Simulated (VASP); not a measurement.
A run of VASP 6.6.1 is set up as follows.

The input INCAR:

```
ALGO     = Fast           # electronic algorithm
EDIFF    = 1E-7           # SCF threshold, eV
ENCUT    = 520            # plane-wave cutoff, eV
GGA      = PE             # functional
ISIF     = 2              # what is computed and relaxed
ISMEAR   = 0              # smearing method
KPAR     = 4            
LASPH    = T              # aspherical terms in the spheres
LCHARG   = T              # write CHGCAR
LREAL    = F              # projectors in reciprocal space
LVHAR    = T            
LWAVE    = F              # write WAVECAR
NBANDS   = 74             # bands
NELM     = 80             # most SCF steps
PREC     = Accurate       # precision mode
SIGMA    = 0.1            # smearing width, eV
```

The input KPOINTS:

```
k-points
0
Gamma
  7 7 5
```

The input POSCAR:

```
Cu3Ag2Ir6Rh
1.0
   -3.8442130000     -3.8552800000      0.0013550000
   -0.0093010000      3.8631120000      3.9494770000
   -3.8023080000      3.8145830000     -3.8916430000
Cu Rh Ag Ir
3 1 2 6
Direct
    0.3304650962      0.1595873203      0.6535705194
    0.6514972305      0.3193743457      0.3339558707
    0.1659857284      0.3185120697      0.3352189181
    0.8218842137      0.6532718521      0.6682040925
    0.5084518271      0.0245086953      0.9990509460
    0.0133924666      0.0242383945      0.9993540637
    0.8375843267      0.1787329296      0.6454322655
    0.5143515735      0.5303363994      0.0109934935
    0.0075185443      0.5174126033      0.9961792750
    0.3271416942      0.6488349827      0.6682370193
    0.6555176310      0.8149263894      0.3506447363
    0.1459809025      0.7939192206      0.3371433820
```

Potentials or basis: VASP PAW PBE potentials, release 64 (Cu, Rh_pv, Ag, Ir).

Run with:

```console
$ cat potpaw_PBE.64/Cu/POTCAR potpaw_PBE.64/Rh_pv/POTCAR potpaw_PBE.64/Ag/POTCAR potpaw_PBE.64/Ir/POTCAR > POTCAR
$ mpirun -np 4 vasp_std > vasp.out
```

(1) Estimate the largest force.

(2) Predict the band gap on the k mesh.

(3) Predict the pressure.

## Answers

(1) 0.164 eV/Å.

(2) zero (bands 62 and 63 overlap by 0.69 eV).

(3) 0.2 GPa.

Caveat: spin-orbit coupling is left out, which moves the levels of the heavy elements.
